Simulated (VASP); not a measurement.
# Na (P6_3/mmc) in VASP: notebook

Runs on Na. Level: PBEsol. Tasks: single point.

All numbers are computed with VASP 6.6.1; they aren't measurements. Logs are shortened: lines on timing, memory, paths and dates and some standing lists are left out, and cuts for length are marked.

## Step 1: The cell of the first run

The structure is hexagonal, space group P6_3/mmc (No. 194). Conventional cell: a = 3.767 Å, b = 3.767 Å, c = 6.154 Å, α = 90.00°, β = 90.00°, γ = 120.00°. Within 4.9 Å of Na (site symmetry -6m2) lie 12 Na at 3.77 Å.

This isn't the form of Na at room conditions, which is bcc.

## Step 2: Single point, PBEsol

Contents of INCAR:

```
PREC = Accurate
ENCUT = 520
EDIFF = 1E-6
ISMEAR = -1
SIGMA = 0.05
LREAL = F
LASPH = T
NELM = 80
ALGO = Normal
ISIF = 2
LWAVE = F
LCHARG = F
GGA = PS
NBANDS = 14
```

Contents of KPOINTS:

```
regular mesh
0
Gamma
  13 13 7
```

Contents of POSCAR:

```
Na
1.0
    3.7670009976      0.0000000000      0.0000000000
   -1.8835004988      3.2623185600      0.0000000000
    0.0000000000      0.0000000000      6.1540000000
Na
2
Direct
    0.3333333333      0.6666666667      0.2500000000
    0.6666666667      0.3333333333      0.7500000000
```

Potentials or basis: VASP PAW PBE potentials, release 64 (Na_pv).

Started as:

```sh
$ cat potpaw_PBE.64/Na_pv/POTCAR > POTCAR
$ mpirun -np 1 vasp_std > vasp.out
```

OUTCAR:

```text
PREC = Accurate
   ENCUT = 520
   EDIFF = 1E-6
   ISMEAR = -1
   LREAL = F
   LASPH = T
   NELM = 80
   ISIF = 2
   GGA = PS

 ion  position               nearest neighbor table
   1  0.333  0.667  0.250-
   2  0.667  0.333  0.750-

  LATTYP: Found a hexagonal cell.
 ALAT       =     3.7670009976
 C/A-ratio  =     1.6336603054

  Lattice vectors:

 A1 = (   3.7670009976,   0.0000000000,   0.0000000000)
 A2 = (  -1.8835004988,   3.2623185600,   0.0000000000)
 A3 = (   0.0000000000,   0.0000000000,   6.1540000000)

Analysis of symmetry for initial positions (statically):
=====================================================================
 Subroutine PRICEL returns:
 Original cell was already a primitive cell.

 Routine SETGRP: Setting up the symmetry group for a
 hexagonal supercell.

 Subroutine GETGRP returns: Found 24 space group operations
 (whereof 12 operations were pure point group operations)
 out of a pool of 24 trial point group operations.

The static configuration has the point symmetry D_3d.
 The point group associated with its full space group is D_6h.

Analysis of symmetry for dynamics (positions and initial velocities):
=====================================================================
 Subroutine PRICEL returns:
 Original cell was already a primitive cell.

 Routine SETGRP: Setting up the symmetry group for a
 hexagonal supercell.

 Subroutine GETGRP returns: Found 24 space group operations
 (whereof 12 operations were pure point group operations)
 out of a pool of 24 trial point group operations.

The dynamic configuration has the point symmetry D_3d.
 The point group associated with its full space group is D_6h.

 Subroutine INISYM returns: Found 24 space group operations
 (whereof 12 operations are pure point group operations),
 and found     1 'primitive' translations

----------------------------------------------------------------------------------------

                                     Primitive cell

  volume of cell :      75.6275

  direct lattice vectors                    reciprocal lattice vectors
     3.767000998  0.000000000  0.000000000     0.265463163  0.153265229  0.000000000
    -1.883500499  3.262318560  0.000000000     0.000000000  0.306530457  0.000000000
     0.000000000  0.000000000  6.154000000     0.000000000  0.000000000  0.162495938

  length of vectors
     3.767000998  3.767000998  6.154000000     0.306530457  0.306530457  0.162495938

  position of ions in fractional coordinates (direct lattice)
     0.333333333  0.666666667  0.250000000
     0.666666667  0.333333333  0.750000000

  ion indices of the primitive-cell ions
   primitive index   ion index
                 1           1
                 2           2

----------------------------------------------------------------------------------------

 KPOINTS: regular mesh

Automatic generation of k-mesh.
 Grid dimensions read from file:
 generate k-points for:   13   13    7

 Generating k-lattice:

  Cartesian coordinates                     Fractional coordinates (reciprocal lattice)
     0.020420243  0.011789633  0.000000000     0.076923077  0.000000000  0.000000000
     0.000000000  0.023579266  0.000000000     0.000000000  0.076923077  0.000000000
     0.000000000  0.000000000  0.023213705     0.000000000  0.000000000  0.142857143

  Length of vectors
     0.023579266  0.023579266  0.023213705

  Shift w.r.t. Gamma in fractional coordinates (k-lattice)
     0.000000000  0.000000000  0.000000000

 Subroutine IBZKPT returns following result:
 ===========================================

 Found     84 irreducible k-points:

 Following reciprocal coordinates:
            Coordinates               Weight
  0.000000  0.000000  0.000000      1.000000
  0.076923  0.000000  0.000000      6.000000
  0.153846 -0.000000  0.000000      6.000000
  0.230769  0.000000  0.000000      6.000000
  0.307692 -0.000000  0.000000      6.000000
  0.384615  0.000000  0.000000      6.000000
[... 16 lines left out ...]
  0.076923  0.000000  0.142857     12.000000
  0.153846 -0.000000  0.142857     12.000000
 [... further k-points ...]
   k-points           NKPTS =     84   k-points in BZ     NKDIM =     84   number of bands    NBANDS=     14
   number of dos      NEDOS =    301   number of ions     NIONS =      2
   total plane-waves  NPLWV =  37632
   dimension x,y,z NGX =    28 NGY =   28 NGZ =   48
   dimension x,y,z NGXF=    56 NGYF=   56 NGZF=   96
   ions per type =               2
   NGX,Y,Z   is equivalent  to a cutoff of  12.36, 12.36, 12.97 a.u.
   NGXF,Y,Z  is equivalent  to a cutoff of  24.71, 24.71, 25.93 a.u.
 SYSTEM =  unknown system
   PREC   = accura    normal or accurate (medium, high low for compatibility)
   ISTART =      0    job   : 0-new  1-cont  2-samecut
   ICHARG =      2    charge: 1-file 2-atom 10-const
   ISPIN  =      1    spin polarized calculation?
   LNONCOLLINEAR =      F non collinear calculations
   LSORBIT =      F    spin-orbit coupling
   LASPH  =      T    aspherical Exc in radial PAW
   ENCUT  =  520.0 eV  38.22 Ry    6.18 a.u.   7.00  7.00 11.44*2*pi/ulx,y,z
   NELM   =     80;   NELMIN=  2; NELMDL= -5     # of ELM steps
   EDIFF  = 0.1E-05   stopping-criterion for ELM
   LREAL  =      F    real-space projection
   EDIFFG = 0.1E-04   stopping-criterion for IOM
   NSW    =      0    number of steps for IOM
   IBRION =     -1    ionic relax: 0-MD 1-quasi-New 2-CG
   NFREE  =      0    steps in history (QN), initial steepest desc. (CG)
   ISIF   =      2    stress and relaxation
   ISYM   =      2    0-nonsym 1-usesym 2-fastsym
   POTIM  = 0.5000    time-step for ionic-motion
   TEBEG  =    0.0;   TEEND  =   0.0 temperature during run
   PSTRESS=    0.0 pullay stress
   NELECT =      14.0000    total number of electrons
   NUPDOWN=      -1.0000    fix difference up-down
   EMIN   =  10.00;   EMAX   =-10.00  energy-range for DOS
   EFERMI =   0.00;   METHOD = LEGACY
   ISMEAR =    -1;   SIGMA  =   0.05  broadening in eV -4-tet -1-fermi 0-gaus
   EFERMI_NEDOS =   21; number of points for ismear=-14 and -15
   IALGO  =     38    algorithm
   IMIX   =      4    mixing-type and parameters
     AMIX     =   0.40;   BMIX     =  1.00
     AMIX_MAG =   1.60;   BMIX_MAG =  1.00
  volume/ion in A,a.u.               =      37.81       255.18
  Fermi-wavevector in a.u.,A,eV,Ry     =   0.933020  1.763152 11.844231  0.870526
  Thomas-Fermi vector in A             =   2.059678
   LORBIT       =      0    0 simple, 1 ext, 2 COOP (PROOUT), +10 PAW based schemes
   GGA     = PS    functional components
   LHFCALC =     F    Hartree Fock is set to
   AEXX    =    0.0000 exact exchange contribution
   IVDW    =     0    specifies the selected vdW correction
   LEPSILON=     F    determine dielectric tensor
   LRPA    =     F    only Hartree local field effects (RPA)
 non-spin polarized calculation
  energy-cutoff  :      520.00
  volume of cell :       75.63
 maximum number of plane-waves:      2049
 NGX is ok and might be reduce to    28
   NGX = 13   NGY = 13   NGZ = 23

 number of electron      14.0000011 magnetization

 Free energy of the ion-electron system (eV)
  ---------------------------------------------------
  ext. energy  EPLUGINS =         0.00000000
  ---------------------------------------------------
  free energy    TOTEN  =        -2.79964368 eV

  energy without entropy =       -2.79176210  energy(sigma->0) =       -2.79570289

 E-fermi :   0.2418     XC(G=0):  -6.4487

 val. band max:        0.1957849855   @ k =   0.3077   0.2308   0.1429
 cond. band min:       0.2679055137   @ k =   0.1538  -0.0000   0.1429
 fundamental gap:      0.0721205282
 Fermi energy:         0.2418462333

 k-point     1 :       0.0000    0.0000    0.0000
  band No.  band energies     occupation
      1     -24.5799      2.00000
      2     -24.5521      2.00000
      3     -24.5521      2.00000
      4     -24.5474      2.00000
      5     -24.5474      2.00000
      6     -24.5470      2.00000
      7      -2.9874      2.00000
      8       0.7910      0.00003
      9       1.1961      0.00000
     10      10.1199      0.00000
     11      10.1199      0.00000
     12      10.4638      0.00000
     13      10.4638      0.00000
     14      10.6103      0.00000

 k-point     2 :       0.0769    0.0000    0.0000
  band No.  band energies     occupation
      1     -24.5793      2.00000
      2     -24.5535      2.00000
      3     -24.5525      2.00000
      4     -24.5489      2.00000
      5     -24.5477      2.00000
      6     -24.5472      2.00000
      7      -2.9009      2.00000
      8       0.8680      0.00001
      9       1.2802      0.00000
     10       8.6076      0.00000
     11       9.4305      0.00000
     12       9.8720      0.00000
     13      11.2496      0.00000
     14      11.3621      0.00000

 k-point     3 :       0.1538   -0.0000    0.0000
  band No.  band energies     occupation
      1     -24.5775      2.00000
      2     -24.5574      2.00000
      3     -24.5537      2.00000
      4     -24.5530      2.00000
      5     -24.5484      2.00000
      6     -24.5479      2.00000
      7      -2.6426      2.00000
      8       1.0990      0.00000
      9       1.5297      0.00000
     10       6.8821      0.00000
     11       8.7272      0.00000
     12       8.9749      0.00000
     13      10.2377      0.00000
     14      11.1137      0.00000
[... 324 lines left out ...]
 k-point    23 :       0.0769    0.0000    0.1429
  band No.  band energies     occupation
      1     -24.5777      2.00000
      2     -24.5532      2.00000
      3     -24.5523      2.00000
      4     -24.5499      2.00000
      5     -24.5480      2.00000
      6     -24.5479      2.00000
      7      -2.8173      2.00000
      8       0.0244      1.97447
      9       2.2656      0.00000
     10       8.6632      0.00000
     11       9.4973      0.00000
     12       9.7975      0.00000
     13      10.1761      0.00000
     14      11.2122      0.00000

 k-point    24 :       0.1538   -0.0000    0.1429
  band No.  band energies     occupation
      1     -24.5762      2.00000
      2     -24.5570      2.00000
      3     -24.5539      2.00000
      4     -24.5535      2.00000
      5     -24.5486      2.00000
      6     -24.5486      2.00000
      7      -2.5594      2.00000
      8       0.2679      0.74515
      9       2.5007      0.00000
     10       6.9533      0.00000
     11       8.7959      0.00000
     12       8.8837      0.00000
     13       9.6904      0.00000
     14      10.6785      0.00000

 [... further k-points ...]
[... 5 lines left out ...]
  --------------------------------------------------------------------------------------
  -------------------------------------------------------------------------------------
  Total       -0.1417187     -0.1417187     -0.0843411      0.0000000      0.0000000      0.0000000
  in kB       -3.0023277     -3.0023277     -1.7867773      0.0000000      0.0000000      0.0000000
  external PRESSURE =      -2.5971442 kB  Pullay stress =       0.0000000 kB

 VOLUME and BASIS-vectors are now :
 -----------------------------------------------------------------------------
  energy-cutoff  :      520.00
  volume of cell :       75.63
      direct lattice vectors                 reciprocal lattice vectors
     3.767000998  0.000000000  0.000000000     0.265463163  0.153265229  0.000000000
    -1.883500499  3.262318560  0.000000000     0.000000000  0.306530457  0.000000000
     0.000000000  0.000000000  6.154000000     0.000000000  0.000000000  0.162495938

 POSITION                                       TOTAL-FORCE (eV/Angst)
 -----------------------------------------------------------------------------------
     -0.00000      2.17488      1.53850        -0.000000      0.000000      0.000000
      1.88350      1.08744      4.61550         0.000000      0.000000      0.000000
 -----------------------------------------------------------------------------------
    total drift:                                0.000000     -0.000000      0.000000

  FREE ENERGIE OF THE ION-ELECTRON SYSTEM (eV)
  ---------------------------------------------------
  free  energy   TOTEN  =        -2.7996436765 eV

  energy  without entropy=       -2.7917621014  energy(sigma->0) =       -2.79570289
```

Run time: 19 s. Hardware: 1 thread of Intel Xeon 6975P-C (Granite Rapids), shared host; peak memory 0.21 GiB.

What came out:

- Free energy: -2.7996 eV
- Pressure: -0.3 GPa
- Band gap on the k mesh: zero (bands 7 and 8 overlap by 3.33 eV)

Caveat: the PAW data sets were made with another functional, which shifts forces and pressure a little.

## Step 3: Single point, PBEsol (38.19 Å³/atom)

This run uses another cell than the first one, of 38.19 Å³/atom.

Contents of INCAR:

```
ALGO = Normal
EDIFF = 1E-6
ENCUT = 520
GGA = PS
ISIF = 2
ISMEAR = -1
LASPH = True
LCHARG = False
LREAL = False
LWAVE = False
NBANDS = 14
NELM = 80
PREC = Accurate
SIGMA = 0.05
```

Contents of KPOINTS:

```
k-points
0
Gamma
  13 13 7
```

Contents of POSCAR:

```
Na
1.0
    3.7795160430      0.0000000000      0.0000000000
   -1.8897580215      3.2731569073      0.0000000000
    0.0000000000      0.0000000000      6.1744453329
Na
2
Direct
    0.3333333333      0.6666666667      0.2500000000
    0.6666666667      0.3333333333      0.7500000000
```

Potentials or basis: VASP PAW PBE potentials, release 64 (Na_pv).

Started as:

```sh
$ cat potpaw_PBE.64/Na_pv/POTCAR > POTCAR
$ mpirun -np 1 vasp_std > vasp.out
```

It took 20 s on 1 thread of Intel Xeon 6975P-C (Granite Rapids), shared host; peak memory 0.21 GiB.

The run converged. Its results:

```yaml
Free_energy: -2.7982 eV
Pressure: -0.3 GPa
Band_gap_on_the_k_mesh: zero (bands 7 and 8 overlap by 3.31 eV)
```

Stress tensor (GPa, compression positive):
```
-0.36  0.00  0.00
 0.00 -0.36  0.00
 0.00  0.00 -0.24
```

Levels at points of the mesh, in eV from the Fermi level:
```
           k point  band 4  band 5  band 6  band 7  band 8  band 9  band 10  band 11
(0.00, 0.00, 0.00)  -24.80  -24.80  -24.80   -3.21    0.55    0.94     9.82     9.82
```

Caveat: the PAW data sets were made with another functional, which shifts forces and pressure a little.

The gap in the log of VASP goes by the Fermi energy; the results here count the filled bands.